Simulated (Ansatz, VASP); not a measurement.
One calculation of V, two programs

Contents of POSCAR:

```
V
1.0
    2.9820751970      0.0000000000      0.0000000000
    0.0000000000      2.9820751970      0.0000000000
    0.0000000000      0.0000000000      2.9820751970
V
2
Direct
    0.0000000000      0.0000000000      0.0000000000
    0.5000000000      0.5000000000      0.5000000000
```

INCAR.step1

```
SYSTEM = V
ALGO = Normal
EDIFF = 1E-4
ENCUT = 520
GGA = PE
ISMEAR = 0
ISPIN = 2
LASPH = .True.
LCHARG = .False.
LMAXMIX = 4
LREAL = .False.
LWAVE = .True.
MAGMOM = 1 1
NBANDS = 24
NELM = 150
PREC = Accurate
SIGMA = 0.05
```

INCAR.step2

```
SYSTEM = V
ALGO = Normal
EDIFF = 1E-6
ENCUT = 520
ISIF = 2
ISMEAR = 0
ISPIN = 2
ISTART = 1
LASPH = .True.
LCHARG = .True.
LELF = .True.
LMAXMIX = 4
LMIXTAU = .True.
LORBIT = 11
LREAL = .False.
LVHAR = .True.
LWAVE = .False.
MAGMOM = 1 1
METAGGA = R2SCAN
NBANDS = 24
NELM = 150
PREC = Accurate
SIGMA = 0.05
```

File KPOINTS:

```
k-points
0
Gamma
  12 12 12
  0 0 0
```

Input for Ansatz:

```yaml
crystal:
  lattice:
    - [2.982075197, 0.0, 0.0]
    - [0.0, 2.982075197, 0.0]
    - [0.0, 0.0, 2.982075197]
  atoms:
    - { symbol: V, position: [0.0, 0.0, 0.0], spin: 1.0 }
    - { symbol: V, position: [0.5, 0.5, 0.5], spin: 1.0 }
basis:
  ecutwfc: 500
  ecutrho_ratio: 4
kpoints:
  mp_grid: { grid: [12, 12, 12] }
hamiltonian:
  xc: r2scan
scf:
  occupations: { method: gaussian, width: 0.05 }
  lower_state_search: "off"
output:
  forces: true
  stress: true
  eigenvalues: true
  populations: true
magnetization:
  spin_polarized: true
```

Alike in both runs: task single point; functional r2SCAN; k mesh 12 × 12 × 12; occupations gaussian, width 0.05 eV; collinear spin.

```csv
,VASP,Ansatz
version,VASP 6.6.1,Ansatz 0.2.0
potentials or method,"VASP PAW PBE potentials, release 64 (V_sv), cutoff 520 eV","scalar-relativistic, plane waves, PAW"
valence electrons in the cell,26,26
```

Ansatz gave:

| Property | Result |
| --- | --- |
| gap on the k mesh at the Fermi level (eV) | none |
| pressure (GPa) | 0.0 |
| net moment per atom (μB) | 0.04 |
| size of the moment on the site where the two differ most (μB) | 0.03 |

Task: What did VASP give for the same quantities?

Result: gap on the k mesh at the Fermi level (eV): none; pressure (GPa): 0.7; net moment per atom (μB): 0.01; size of the moment on the site where the two differ most (μB): 0.01.

VASP's potentials were made for PBE, not for r2SCAN. Site moments also hang on the region over which each program counts them. A gap of «none» marks a metal or a gap that the smearing closes. The functional is the same, so the differences come from potentials, cutoffs and numerics. Ansatz's warnings: seeded moment not kept.
